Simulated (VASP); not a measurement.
Write the native input for VASP 6.6.1 that does the following.

| Quantity | Value |
| --- | --- |
| Task | single point |
| Functional | PBE |
| Potentials or basis | VASP PAW PBE potentials, release 64 (Dy_3, Mg, Sb), 4f in core |
| Cutoff | 600 eV |
| k mesh | 4 × 4 × 4 |
| Occupations | gaussian, width 0.1 eV |
| Spin | no spin polarisation |
| Dipole correction | no |
| Further INCAR settings | ALGO = Normal; EDIFF = 1e-06; NBANDS = 21 |

The structure of DyMgSb3 lies in POSCAR:

```
DyMgSb3
1.0
    5.4816293282      0.0000000000      0.0000000000
    0.0000000000      5.4816293282      0.0000000000
    0.0000000000      0.0000000000      5.8046762203
Dy Mg Sb
1 1 3
Direct
    0.0000000000      0.0000000000      0.1096345433
    0.5000000000      0.5000000000      0.5939608105
    0.5000000000      0.5000000000      1.0839932336
    0.0000000000      0.5000000000      0.3492057063
    0.5000000000      0.0000000000      0.3492057063
```

The cell was generated, and may not be a known phase.

One way to write it, as run:

INCAR

```
PREC     = Accurate       # precision mode
ENCUT    = 600            # plane-wave cutoff, eV
EDIFF    = 1E-6           # SCF threshold, eV
ISMEAR   = 0              # smearing method
SIGMA    = 0.1            # smearing width, eV
LREAL    = False          # projectors in reciprocal space
LASPH    = True           # aspherical terms in the spheres
NELM     = 200            # most SCF steps
ALGO     = Normal         # electronic algorithm
ISIF     = 2              # what is computed and relaxed
LWAVE    = False          # write WAVECAR
LCHARG   = False          # write CHGCAR
GGA      = PE             # functional
NBANDS   = 21             # bands
GGA_COMPAT= False        
LMAXMIX  = 6              # l up to which the mixer works
```

KPOINTS

```
regular mesh
0
Gamma
  4 4 4
```

Potentials or basis: VASP PAW PBE potentials, release 64 (Dy_3, Mg, Sb), 4f in core.

Launch:

```sh
$ cat potpaw_PBE.64/Dy_3/POTCAR potpaw_PBE.64/Mg/POTCAR potpaw_PBE.64/Sb/POTCAR > POTCAR
$ mpirun -np 1 vasp_std > vasp.out
```

It gave:

| Item | Value |
| --- | --- |
| Pressure | 0.2 GPa |
| Largest force | 0.044 eV/Å |
| Band gap on the k mesh | zero (bands 13 and 14 overlap by 1.19 eV) |

Caveat: spin-orbit coupling is left out, which moves the levels of the heavy elements; the 4f electrons are frozen in the core, so they carry no moment and show no levels.

It took 70 s on 1 thread of AMD EPYC 7R43 64-Core Processor (Zen 3), on a shared host, peak memory 0.33 GiB.
